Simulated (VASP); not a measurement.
Sr8Ti9O24 (a cell with a defect), 41 atoms in the cell. The cell holds a defect, 41 atoms: a = 7.783 Å, b = 7.783 Å, c = 7.783 Å, α = 90.00°, β = 90.00°, γ = 90.00°. 

| Property | Result |
| --- | --- |
| Program | VASP 6.6.1 |
| Task | single point |
| Functional | PBEsol |
| Potentials or basis | VASP PAW PBE potentials, release 64 (Sr_sv, Ti_sv, O) |
| Cutoff | 520 eV |
| k mesh | 1 × 1 × 1, shifted |
| Occupations | fermi-dirac, width 0.05 eV |
| Spin | collinear spin |
| Dipole correction | no |
| Charge | 1 |
| Further INCAR settings | LREAL = Auto; ALGO = Normal; EDIFF = 1e-06; NBANDS = 196; ISYM = 0; NELECT = 331.0 |

Potentials or basis: VASP PAW PBE potentials, release 64 (Sr_sv, Ti_sv, O).

Launch:

```console
$ cat potpaw_PBE.64/Sr_sv/POTCAR potpaw_PBE.64/Ti_sv/POTCAR potpaw_PBE.64/O/POTCAR > POTCAR
$ mpirun -np 1 vasp_std > vasp.out
```

Hardware: 1 thread of Intel(R) Xeon(R) Platinum 8375C CPU @ 2.90GHz (Ice Lake), on a shared host.

Estimate the wall time of this run.

Wall time 41 min on 1 thread of Intel(R) Xeon(R) Platinum 8375C CPU @ 2.90GHz (Ice Lake) (shared host), peak memory 0.95 GiB. Counts: scf iterations 28, k points 4.
